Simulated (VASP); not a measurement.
# BaTe (Pm-3m) in VASP: single point with PBEsol

Aim: the single point of BaTe with PBEsol.

Everything below comes from runs of VASP 6.6.1. Logs are shortened: lines on timing, memory, paths and dates and some standing lists are left out, and cuts for length are marked.

## (1) The cell of the first run

It takes space group Pm-3m (No. 221, cubic). Conventional cell: a = 4.262 Å, b = 4.262 Å, c = 4.262 Å, α = 90.00°, β = 90.00°, γ = 90.00°. Within 4.8 Å of Ba (site symmetry m-3m) lie 8 Te at 3.69 Å and 6 Ba at 4.26 Å. Te (site symmetry m-3m) has 8 Ba at 3.69 Å and 6 Te at 4.26 Å within 4.8 Å.

## (2) Single point, PBEsol

Input file INCAR:

```
PREC = Accurate
ENCUT = 500
EDIFF = 1E-6
ISMEAR = 0
SIGMA = 0.01
LREAL = False
LASPH = True
NELM = 120
ALGO = Normal
ISIF = 2
LWAVE = False
LCHARG = True
GGA = PS
LELF = True
LVHAR = True
NBANDS = 15
GGA_COMPAT = False
```

Input file KPOINTS:

```
regular mesh
0
Gamma
  2 2 2
```

Input file POSCAR:

```
BaTe
1.0
    4.2624660000      0.0000000000      0.0000000000
    0.0000000000      4.2624660000      0.0000000000
    0.0000000000      0.0000000000      4.2624660000
Ba Te
1 1
Direct
    0.0000000000      0.0000000000      0.0000000000
    0.5000000000      0.5000000000      0.5000000000
```

Potentials or basis: VASP PAW PBE potentials, release 64 (Ba_sv, Te).

Command:

```bash
$ cat potpaw_PBE.64/Ba_sv/POTCAR potpaw_PBE.64/Te/POTCAR > POTCAR
$ mpirun -np 1 vasp_std > vasp.out
```

OUTCAR:

```text
PREC = Accurate
   ENCUT = 500
   EDIFF = 1E-6
   ISMEAR = 0
   LREAL = False
   LASPH = True
   NELM = 120
   ISIF = 2
   GGA = PS

 ion  position               nearest neighbor table
   1  0.000  0.000  0.000-   2 3.69   2 3.69   2 3.69   2 3.69   2 3.69   2 3.69   2 3.69   2 3.69

   2  0.500  0.500  0.500-   1 3.69   1 3.69   1 3.69   1 3.69   1 3.69   1 3.69   1 3.69   1 3.69

  LATTYP: Found a simple cubic cell.
 ALAT       =     4.2624660000

  Lattice vectors:

 A1 = (   4.2624660000,   0.0000000000,   0.0000000000)
 A2 = (   0.0000000000,   4.2624660000,   0.0000000000)
 A3 = (   0.0000000000,   0.0000000000,   4.2624660000)

Analysis of symmetry for initial positions (statically):
=====================================================================
 Subroutine PRICEL returns:
 Original cell was already a primitive cell.

 Routine SETGRP: Setting up the symmetry group for a
 simple cubic supercell.

 Subroutine GETGRP returns: Found 48 space group operations
 (whereof 48 operations were pure point group operations)
 out of a pool of 48 trial point group operations.

The static configuration has the point symmetry O_h .

Analysis of symmetry for dynamics (positions and initial velocities):
=====================================================================
 Subroutine PRICEL returns:
 Original cell was already a primitive cell.

 Routine SETGRP: Setting up the symmetry group for a
 simple cubic supercell.

 Subroutine GETGRP returns: Found 48 space group operations
 (whereof 48 operations were pure point group operations)
 out of a pool of 48 trial point group operations.

The dynamic configuration has the point symmetry O_h .

 Subroutine INISYM returns: Found 48 space group operations
 (whereof 48 operations are pure point group operations),
 and found     1 'primitive' translations

----------------------------------------------------------------------------------------

                                     Primitive cell

  volume of cell :      77.4431

  direct lattice vectors                    reciprocal lattice vectors
     4.262466000  0.000000000  0.000000000     0.234605977  0.000000000  0.000000000
     0.000000000  4.262466000  0.000000000     0.000000000  0.234605977  0.000000000
     0.000000000  0.000000000  4.262466000     0.000000000  0.000000000  0.234605977

  length of vectors
     4.262466000  4.262466000  4.262466000     0.234605977  0.234605977  0.234605977

  position of ions in fractional coordinates (direct lattice)
     0.000000000  0.000000000  0.000000000
     0.500000000  0.500000000  0.500000000

  ion indices of the primitive-cell ions
   primitive index   ion index
                 1           1
                 2           2

----------------------------------------------------------------------------------------

 KPOINTS: regular mesh

Automatic generation of k-mesh.
 Grid dimensions read from file:
 generate k-points for:    2    2    2

 Generating k-lattice:

  Cartesian coordinates                     Fractional coordinates (reciprocal lattice)
     0.117302988  0.000000000  0.000000000     0.500000000  0.000000000  0.000000000
     0.000000000  0.117302988  0.000000000     0.000000000  0.500000000  0.000000000
     0.000000000  0.000000000  0.117302988     0.000000000  0.000000000  0.500000000

  Length of vectors
     0.117302988  0.117302988  0.117302988

  Shift w.r.t. Gamma in fractional coordinates (k-lattice)
     0.000000000  0.000000000  0.000000000

 Subroutine IBZKPT returns following result:
 ===========================================

 Found      4 irreducible k-points:

 Following reciprocal coordinates:
            Coordinates               Weight
  0.000000  0.000000  0.000000      1.000000
  0.500000  0.000000  0.000000      3.000000
  0.500000  0.500000  0.000000      3.000000
  0.500000  0.500000  0.500000      1.000000
   k-points           NKPTS =      4   k-points in BZ     NKDIM =      4   number of bands    NBANDS=     15
   number of dos      NEDOS =    301   number of ions     NIONS =      2
   total plane-waves  NPLWV =  32768
   dimension x,y,z NGX =    32 NGY =   32 NGZ =   32
   dimension x,y,z NGXF=    64 NGYF=   64 NGZF=   64
   ions per type =               1   1
   NGX,Y,Z   is equivalent  to a cutoff of  12.48, 12.48, 12.48 a.u.
   NGXF,Y,Z  is equivalent  to a cutoff of  24.96, 24.96, 24.96 a.u.
 SYSTEM =  unknown system
   PREC   = accura    normal or accurate (medium, high low for compatibility)
   ISTART =      0    job   : 0-new  1-cont  2-samecut
   ICHARG =      2    charge: 1-file 2-atom 10-const
   ISPIN  =      1    spin polarized calculation?
   LNONCOLLINEAR =      F non collinear calculations
   LSORBIT =      F    spin-orbit coupling
   LASPH  =      T    aspherical Exc in radial PAW
   ENCUT  =  500.0 eV  36.75 Ry    6.06 a.u.   7.77  7.77  7.77*2*pi/ulx,y,z
   NELM   =    120;   NELMIN=  2; NELMDL= -5     # of ELM steps
   EDIFF  = 0.1E-05   stopping-criterion for ELM
   LREAL  =      F    real-space projection
   EDIFFG = 0.1E-04   stopping-criterion for IOM
   NSW    =      0    number of steps for IOM
   IBRION =     -1    ionic relax: 0-MD 1-quasi-New 2-CG
   NFREE  =      0    steps in history (QN), initial steepest desc. (CG)
   ISIF   =      2    stress and relaxation
   ISYM   =      2    0-nonsym 1-usesym 2-fastsym
   POTIM  = 0.5000    time-step for ionic-motion
   TEBEG  =    0.0;   TEEND  =   0.0 temperature during run
   PSTRESS=    0.0 pullay stress
   NELECT =      16.0000    total number of electrons
   NUPDOWN=      -1.0000    fix difference up-down
   EMIN   =  10.00;   EMAX   =-10.00  energy-range for DOS
   EFERMI =   0.00;   METHOD = LEGACY
   ISMEAR =     0;   SIGMA  =   0.01  broadening in eV -4-tet -1-fermi 0-gaus
   EFERMI_NEDOS =   21; number of points for ismear=-14 and -15
   IALGO  =     38    algorithm
   IMIX   =      4    mixing-type and parameters
     AMIX     =   0.40;   BMIX     =  1.00
     AMIX_MAG =   1.60;   BMIX_MAG =  1.00
  volume/ion in A,a.u.               =      38.72       261.31
  Fermi-wavevector in a.u.,A,eV,Ry     =   0.967804  1.828884 12.743813  0.936644
  Thomas-Fermi vector in A             =   2.097720
   LORBIT       =      0    0 simple, 1 ext, 2 COOP (PROOUT), +10 PAW based schemes
   GGA     = PS    functional components
   LHFCALC =     F    Hartree Fock is set to
   AEXX    =    0.0000 exact exchange contribution
   IVDW    =     0    specifies the selected vdW correction
   LEPSILON=     F    determine dielectric tensor
   LRPA    =     F    only Hartree local field effects (RPA)
 non-spin polarized calculation
 Gauss-broadening in eV      SIGMA  =   0.01
  energy-cutoff  :      500.00
  volume of cell :       77.44
 maximum number of plane-waves:      1984
 NGX is ok and might be reduce to    32
   NGX = 15   NGY = 15   NGZ = 15

 number of electron      16.0000000 magnetization

 Free energy of the ion-electron system (eV)
  ---------------------------------------------------
  ext. energy  EPLUGINS =         0.00000000
  ---------------------------------------------------
  free energy    TOTEN  =        -7.98653105 eV

  energy without entropy =       -7.98653105  energy(sigma->0) =       -7.98653105

 E-fermi :   4.0872     XC(G=0):  -8.8740

 val. band max:        3.9479399258   @ k =   0.5000   0.5000   0.0000
 cond. band min:       4.3844352314   @ k =   0.0000   0.0000   0.0000
 fundamental gap:      0.4364953056
 Fermi energy:         4.0871886303

 k-point     1 :       0.0000    0.0000    0.0000
  band No.  band energies     occupation
      1     -24.5482      2.00000
      2      -9.5549      2.00000
      3      -9.5549      2.00000
      4      -9.5549      2.00000
      5      -6.4140      2.00000
      6       3.5428      2.00000
      7       3.5428      2.00000
      8       3.5428      2.00000
      9       4.3844      0.00000
     10       4.3844      0.00000
     11       5.9951      0.00000
     12       8.1468      0.00000
     13       8.1468      0.00000
     14       8.1468      0.00000
     15      12.1835      0.00000

 k-point     2 :       0.5000    0.0000    0.0000
  band No.  band energies     occupation
      1     -24.5223      2.00000
      2     -10.0843      2.00000
      3      -9.5055      2.00000
      4      -9.5055      2.00000
      5      -5.6658      2.00000
      6       0.4061      2.00000
      7       2.9980      2.00000
      8       2.9980      2.00000
      9       5.1469      0.00000
     10       8.5225      0.00000
     11       8.5756      0.00000
     12       8.5776      0.00000
     13       8.6177      0.00000
     14       9.1923      0.00000
     15       9.1923      0.00000

 k-point     3 :       0.5000    0.5000    0.0000
  band No.  band energies     occupation
      1     -24.4977      2.00000
      2      -9.9039      2.00000
      3      -9.9039      2.00000
      4      -9.4690      2.00000
      5      -5.8326      2.00000
      6       1.8188      2.00000
      7       1.8188      2.00000
      8       3.9479      2.00000
      9       4.5706      0.00000
     10       6.1710      0.00000
     11       6.5312      0.00000
     12       6.5312      0.00000
     13       9.7618      0.00000
     14      10.4000      0.00000
     15      11.6697      0.00000

 k-point     4 :       0.5000    0.5000    0.5000
  band No.  band energies     occupation
      1     -24.4743      2.00000
      2      -9.8255      2.00000
      3      -9.8255      2.00000
      4      -9.8255      2.00000
      5      -5.4372      2.00000
      6       0.9225      2.00000
      7       0.9225      2.00000
      8       0.9225      2.00000
      9       8.3809      0.00000
     10       8.3809      0.00000
     11       8.3809      0.00000
     12       9.9182      0.00000
     13       9.9810      0.00000
     14       9.9810      0.00000
     15       9.9810      0.00000

------------------------ aborting loop because EDIFF is reached ----------------------------------------

  FORCE on cell =-STRESS in cart. coord.  units (eV):
  Direction    XX          YY          ZZ          XY          YZ          ZX
  --------------------------------------------------------------------------------------
  -------------------------------------------------------------------------------------
  Total        0.4492193      0.4492193      0.4492193     -0.0000000     -0.0000000      0.0000000
  in kB        9.2936467      9.2936467      9.2936467     -0.0000000     -0.0000000      0.0000000
  external PRESSURE =       9.2936467 kB  Pullay stress =       0.0000000 kB

 VOLUME and BASIS-vectors are now :
 -----------------------------------------------------------------------------
  energy-cutoff  :      500.00
  volume of cell :       77.44
      direct lattice vectors                 reciprocal lattice vectors
     4.262466000  0.000000000  0.000000000     0.234605977  0.000000000  0.000000000
     0.000000000  4.262466000  0.000000000     0.000000000  0.234605977  0.000000000
     0.000000000  0.000000000  4.262466000     0.000000000  0.000000000  0.234605977

 POSITION                                       TOTAL-FORCE (eV/Angst)
 -----------------------------------------------------------------------------------
      0.00000      0.00000      0.00000         0.000000      0.000000      0.000000
      2.13123      2.13123      2.13123         0.000000      0.000000      0.000000
 -----------------------------------------------------------------------------------
    total drift:                                0.000000      0.000000     -0.000000

  FREE ENERGIE OF THE ION-ELECTRON SYSTEM (eV)
  ---------------------------------------------------
  free  energy   TOTEN  =        -7.9865310458 eV

  energy  without entropy=       -7.9865310458  energy(sigma->0) =       -7.98653105
```

Wall time 8.6 s (1 thread of Intel Xeon Platinum 8559C (Emerald Rapids), shared host); peak memory 0.17 GiB.

Results:

```
Free energy            : -7.9865 eV
Pressure               : 0.9 GPa
Band gap on the k mesh : 0.44 eV (least direct gap 0.62 eV)
```

Caveat: the k points lie up to 0.74 Å⁻¹ apart; semilocal functionals underestimate gaps, and a narrow one can read as zero; the PAW data sets were made with another functional, which shifts forces and pressure a little; spin-orbit coupling is left out, which moves the levels of the heavy elements.
